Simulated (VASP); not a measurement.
Crystal: Sb.

```xyz
1
Lattice="3.0833 0.0000 0.0000 0.0000 3.0833 0.0000 0.0000 0.0000 3.0833" Properties=species:S:1:pos:R:3 pbc="T T T"
Sb    0.0000    0.0000    0.0000
```

This isn't the form of Sb at room conditions, which is rhombohedral.

| Item | Value |
| --- | --- |
| Program | VASP 6.6.1 |
| Task | relaxation of cell and atoms |
| Functional | PBE |
| Dispersion | D3(BJ) |
| Potentials or basis | VASP PAW PBE potentials, release 64 (Sb) |
| Cutoff | 500 eV |
| k mesh | 14 × 14 × 14 |
| Occupations | gaussian, width 0.1 eV |
| Spin | no spin polarisation |

At the start: pressure -1.3 GPa; volume 29.31 Å³/atom.

Problem. Where does the relaxation end?

Solution. Over 3 steps the energy falls by 2.5 meV/atom and the volume is 28.68 Å³/atom (-2.1 %); space group Pm-3m (No. 221, to 0.1 Å) before and after.

The path:
```tsv
step	energy change (eV)	largest force (eV/Å)	pressure (GPa)	volume (Å³)
1	0.0000	0.0000	-1.26	29.31
2	-0.0017	0.0000	0.75	28.35
3	-0.0025	0.0000	0.01	28.68
```

Final structure:
```
Sb
1.0
     3.06113    0.00000    0.00000
     0.00000    3.06113    0.00000
     0.00000    0.00000    3.06113
Sb
1
Direct
  0.00000 0.00000 0.00000
```

Caveat: an odd number of electrons without spin polarisation forces a metal; a magnetic or distorted state may lie lower.
